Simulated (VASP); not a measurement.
# GaP (I-4m2) in VASP: a series of runs

GaP is run at these levels: PBE; tasks: single point.

All numbers are computed with VASP 6.6.1; they aren't measurements. Logs are shortened: lines on timing, memory, paths and dates and some standing lists are left out, and cuts for length are marked.

## 1. The cell of the first run

The structure is tetragonal, space group I-4m2 (No. 119). Conventional cell: a = 4.068 Å, b = 4.068 Å, c = 5.294 Å, α = 90.00°, β = 90.00°, γ = 90.00°. Within 3.2 Å of Ga (site symmetry -4m2) lie 4 P at 2.43 Å. P (site symmetry -4m2) has 4 Ga at 2.43 Å within 3.2 Å.

## 2. Single point, PBE (biaxial strain in the a-b plane: +4.5 %, then relaxed in part)

INCAR reads:

```
SYSTEM = GaP
  PREC = Accurate
  ENCUT = 520
  EDIFF = 1E-7
  ISMEAR = 0
  SIGMA = 0.02
  LREAL = .False.
  LASPH = .True.
  NELM = 60
  ALGO = Normal
  ISIF = 2
  LWAVE = .False.
  LCHARG = .True.
  GGA = PE
  LELF = .True.
  LVHAR = .True.
  NBANDS = 26
```

KPOINTS reads:

```
regular mesh
0
Gamma
  8 8 6
  0 0 0
```

POSCAR reads:

```
GaP
1.0
    2.8764236232      2.8764236232      0.0000000000
   -2.8764236232      2.8764236232      0.0000000000
    0.0000000000      0.0000000000      5.2935968258
Ga P
2 2
Direct
    0.0000000000      0.0000000000      0.0000000000
    0.5000000000      0.5000000000      0.5000000000
    0.5000000000      0.0000000000      0.7500000000
    0.0000000000      0.5000000000      0.2500000000
```

Potentials or basis: VASP PAW PBE potentials, release 64 (Ga_d, P).

Started as:

```console
cat potpaw_PBE.64/Ga_d/POTCAR potpaw_PBE.64/P/POTCAR > POTCAR
mpirun -np 1 vasp_std > vasp.out
```

OUTCAR:

```text
SYSTEM = GaP
   PREC = Accurate
   ENCUT = 520
   EDIFF = 1E-7
   ISMEAR = 0
   LREAL = .False.
   LASPH = .True.
   NELM = 60
   ISIF = 2
   GGA = PE

 ion  position               nearest neighbor table
   1  0.000  0.000  0.000-   3 2.43   4 2.43   4 2.43   3 2.43
   2  0.500  0.500  0.500-   3 2.43   4 2.43   3 2.43   4 2.43
   3  0.500  0.000  0.750-   1 2.43   2 2.43   2 2.43   1 2.43
   4  0.000  0.500  0.250-   1 2.43   2 2.43   1 2.43   2 2.43

  LATTYP: Found a simple tetragonal cell.
 ALAT       =     4.0678772991
 C/A-ratio  =     1.3013167401

  Lattice vectors:

 A1 = (   2.8764236232,   2.8764236232,   0.0000000000)
 A2 = (  -2.8764236232,   2.8764236232,   0.0000000000)
 A3 = (   0.0000000000,   0.0000000000,   5.2935968258)

Analysis of symmetry for initial positions (statically):
=====================================================================
 Subroutine PRICEL returns following result:

  LATTYP: Found a body centered tetragonal cell.
 ALAT       =     4.0678772991
 C/A-ratio  =     1.3013167401

  Lattice vectors:

 A1 = (   0.0000000000,  -2.8764236232,  -2.6467984129)
 A2 = (   0.0000000000,   2.8764236232,  -2.6467984129)
 A3 = (   2.8764236232,   0.0000000000,   2.6467984129)

   2 primitive cells build up your supercell.

 Routine SETGRP: Setting up the symmetry group for a
 simple tetragonal supercell.

 Subroutine GETGRP returns: Found  8 space group operations
 (whereof  8 operations were pure point group operations)
 out of a pool of 16 trial point group operations.

The static configuration has the point symmetry D_2d.

Analysis of symmetry for dynamics (positions and initial velocities):
=====================================================================
 Subroutine PRICEL returns following result:

  LATTYP: Found a body centered tetragonal cell.
 ALAT       =     4.0678772991
 C/A-ratio  =     1.3013167401

  Lattice vectors:

 A1 = (   0.0000000000,  -2.8764236232,  -2.6467984129)
 A2 = (   0.0000000000,   2.8764236232,  -2.6467984129)
 A3 = (   2.8764236232,   0.0000000000,   2.6467984129)

   2 primitive cells build up your supercell.

 Routine SETGRP: Setting up the symmetry group for a
 simple tetragonal supercell.

 Subroutine GETGRP returns: Found  8 space group operations
[... 98 lines left out ...]
   LNONCOLLINEAR =      F non collinear calculations
   LSORBIT =      F    spin-orbit coupling
   LASPH  =      T    aspherical Exc in radial PAW
   ENCUT  =  520.0 eV  38.22 Ry    6.18 a.u.   7.56  7.56  9.84*2*pi/ulx,y,z
   NELM   =     60;   NELMIN=  2; NELMDL= -5     # of ELM steps
   EDIFF  = 0.1E-06   stopping-criterion for ELM
   LREAL  =      F    real-space projection
   EDIFFG = 0.1E-05   stopping-criterion for IOM
   NSW    =      0    number of steps for IOM
   IBRION =     -1    ionic relax: 0-MD 1-quasi-New 2-CG
   NFREE  =      0    steps in history (QN), initial steepest desc. (CG)
   ISIF   =      2    stress and relaxation
   ISYM   =      2    0-nonsym 1-usesym 2-fastsym
   POTIM  = 0.5000    time-step for ionic-motion
   TEBEG  =    0.0;   TEEND  =   0.0 temperature during run
   PSTRESS=    0.0 pullay stress
   NELECT =      36.0000    total number of electrons
   NUPDOWN=      -1.0000    fix difference up-down
   EMIN   =  10.00;   EMAX   =-10.00  energy-range for DOS
   EFERMI =   0.00;   METHOD = LEGACY
   ISMEAR =     0;   SIGMA  =   0.02  broadening in eV -4-tet -1-fermi 0-gaus
   EFERMI_NEDOS =   21; number of points for ismear=-14 and -15
   IALGO  =     38    algorithm
   IMIX   =      4    mixing-type and parameters
     AMIX     =   0.40;   BMIX     =  1.00
     AMIX_MAG =   1.60;   BMIX_MAG =  1.00
  volume/ion in A,a.u.               =      21.90       147.78
  Fermi-wavevector in a.u.,A,eV,Ry     =   1.217158  2.300094 20.156659  1.481473
  Thomas-Fermi vector in A             =   2.352487
   LORBIT       =      0    0 simple, 1 ext, 2 COOP (PROOUT), +10 PAW based schemes
   GGA     = PE    functional components
   LHFCALC =     F    Hartree Fock is set to
   AEXX    =    0.0000 exact exchange contribution
   IVDW    =     0    specifies the selected vdW correction
   LEPSILON=     F    determine dielectric tensor
   LRPA    =     F    only Hartree local field effects (RPA)
 non-spin polarized calculation
 Gauss-broadening in eV      SIGMA  =   0.02
  energy-cutoff  :      520.00
  volume of cell :       87.60
 maximum number of plane-waves:      2383
   NGX = 15   NGY = 15   NGZ = 19

 number of electron      36.0000011 magnetization

 Free energy of the ion-electron system (eV)
  ---------------------------------------------------
  ext. energy  EPLUGINS =         0.00000000
  ---------------------------------------------------
  free energy    TOTEN  =       -18.12873224 eV

  energy without entropy =      -18.12873224  energy(sigma->0) =      -18.12873224

 E-fermi :   4.2463     XC(G=0):  -9.4872

 val. band max:        4.1368954378   @ k =   0.0000   0.0000   0.0000
 cond. band min:       5.0208602931   @ k =   0.0000   0.0000   0.0000
 fundamental gap:      0.8839648553
 Fermi energy:         4.2463011392

 k-point     1 :       0.0000    0.0000    0.0000
  band No.  band energies     occupation
      1     -10.6479      2.00000
      2     -10.5706      2.00000
      3     -10.5706      2.00000
      4     -10.5470      2.00000
      5     -10.5278      2.00000
      6     -10.5178      2.00000
[... 685 lines left out ...]
     25      10.9230      0.00000
     26      10.9230      0.00000

 [... further k-points ...]

------------------------ aborting loop because EDIFF is reached ----------------------------------------

  FORCE on cell =-STRESS in cart. coord.  units (eV):
  Direction    XX          YY          ZZ          XY          YZ          ZX
  --------------------------------------------------------------------------------------
  -------------------------------------------------------------------------------------
  Total       -2.7869409     -2.7869409      0.0158711      0.0000000     -0.0000000      0.0000000
  in kB      -50.9743611    -50.9743611      0.2902900      0.0000000     -0.0000000      0.0000000
  external PRESSURE =     -33.8861441 kB  Pullay stress =       0.0000000 kB

 VOLUME and BASIS-vectors are now :
 -----------------------------------------------------------------------------
  energy-cutoff  :      520.00
  volume of cell :       87.60
      direct lattice vectors                 reciprocal lattice vectors
     2.876423623  2.876423623  0.000000000     0.173826969  0.173826969  0.000000000
    -2.876423623  2.876423623  0.000000000    -0.173826969  0.173826969  0.000000000
     0.000000000  0.000000000  5.293596826     0.000000000  0.000000000  0.188907473

 POSITION                                       TOTAL-FORCE (eV/Angst)
 -----------------------------------------------------------------------------------
      0.00000      0.00000      0.00000        -0.000000     -0.000000     -0.000000
      0.00000      2.87642      2.64680        -0.000000     -0.000000      0.000000
      1.43821      1.43821      3.97020         0.000000      0.000000     -0.000000
     -1.43821      1.43821      1.32340         0.000000      0.000000     -0.000000
 -----------------------------------------------------------------------------------
    total drift:                               -0.000000      0.000000      0.000000

  FREE ENERGIE OF THE ION-ELECTRON SYSTEM (eV)
  ---------------------------------------------------
  free  energy   TOTEN  =       -18.1287322381 eV

  energy  without entropy=      -18.1287322381  energy(sigma->0) =      -18.12873224
```

Wall time 1.7 min (1 thread of Intel Xeon 6455B, shared host); peak memory 0.25 GiB.

What came out:

| Item | Value |
| --- | --- |
| Free energy | -18.1287 eV |
| Pressure | -3.4 GPa |
| Band gap on the k mesh | 0.88 eV |

Levels at points of the mesh, in eV from the valence-band top:
| k point | band 15 | band 16 | band 17 | band 18 | band 19 | band 20 | band 21 | band 22 |
| --- | --- | --- | --- | --- | --- | --- | --- | --- |
| (0.00, 0.00, 0.00) | -3.00 | -0.38 | -0.38 | 0.00 | 0.88 | 1.13 | 1.25 | 3.56 |
| (0.50, 0.00, 0.00) | -3.03 | -3.03 | -1.65 | -1.65 | 2.37 | 2.37 | 5.40 | 5.40 |
| (0.50, 0.50, 0.00) | -2.49 | -2.49 | -2.44 | -2.44 | 1.74 | 1.74 | 1.89 | 1.89 |
| (0.00, 0.00, 0.50) | -2.00 | -2.00 | -2.00 | -2.00 | 1.55 | 1.55 | 3.36 | 3.36 |
| (0.50, 0.00, 0.50) | -1.55 | -1.55 | -0.97 | -0.97 | 1.07 | 1.07 | 4.21 | 4.21 |
| (0.50, 0.50, 0.50) | -3.46 | -3.46 | -3.31 | -3.31 | 4.75 | 4.75 | 4.91 | 4.91 |

Caveat: the cell differs from its parent crystal (biaxial strain in the a-b plane: +4.5 %, then relaxed in part); the cell stands under tension.

## 3. Single point, PBE (biaxial strain in the a-b plane: +4.5 %)

INCAR reads:

```
SYSTEM = GaP
PREC = Accurate
ENCUT = 520
EDIFF = 1E-6
ISMEAR = 0
SIGMA = 0.02
LREAL = .FALSE.
LASPH = .TRUE.
NELM = 100
ALGO = Normal
ISIF = 2
LWAVE = .FALSE.
LCHARG = .FALSE.
GGA = PE
NBANDS = 26
```

KPOINTS reads:

```
regular mesh
0
G
  8 8 6
  0 0 0
```

Changes to POSCAR since step 2:

```diff
@@ -4,3 +4,3 @@
    -2.8764236232      2.8764236232      0.0000000000
-    0.0000000000      0.0000000000      5.2935968258
+    0.0000000000      0.0000000000      5.3564788236
 Ga P
```

Potentials or basis: VASP PAW PBE potentials, release 64 (Ga_d, P).

Started as:

```console
cat potpaw_PBE.64/Ga_d/POTCAR potpaw_PBE.64/P/POTCAR > POTCAR
mpirun -np 1 vasp_std > vasp.out
```

Wall time 100 s (1 thread of Intel Xeon 6455B, shared host); peak memory 0.26 GiB.

The run converged. Its results:

* Free energy: -18.1253 eV
* Pressure: -4.0 GPa
* Band gap on the k mesh: 0.84 eV

Stress tensor (GPa, compression positive):
```
-5.50  0.00  0.00
 0.00 -5.50  0.00
 0.00  0.00 -1.02
```

Levels at points of the mesh, in eV from the valence-band top:
```tsv
k point	band 15	band 16	band 17	band 18	band 19	band 20	band 21	band 22
(0.00, 0.00, 0.00)	-2.88	-0.33	-0.33	0.00	0.84	1.24	1.34	3.60
(0.50, 0.00, 0.00)	-2.99	-2.99	-1.55	-1.55	2.44	2.44	5.39	5.39
(0.50, 0.50, 0.00)	-2.45	-2.45	-2.41	-2.41	1.77	1.77	1.89	1.89
(0.00, 0.00, 0.50)	-1.91	-1.91	-1.91	-1.91	1.65	1.65	3.34	3.34
(0.50, 0.00, 0.50)	-1.46	-1.46	-0.96	-0.96	1.10	1.10	4.28	4.28
(0.50, 0.50, 0.50)	-3.38	-3.38	-3.23	-3.23	4.66	4.66	4.86	4.86
```

Caveat: the cell differs from its parent crystal (biaxial strain in the a-b plane: +4.5 %); the cell stands under tension.
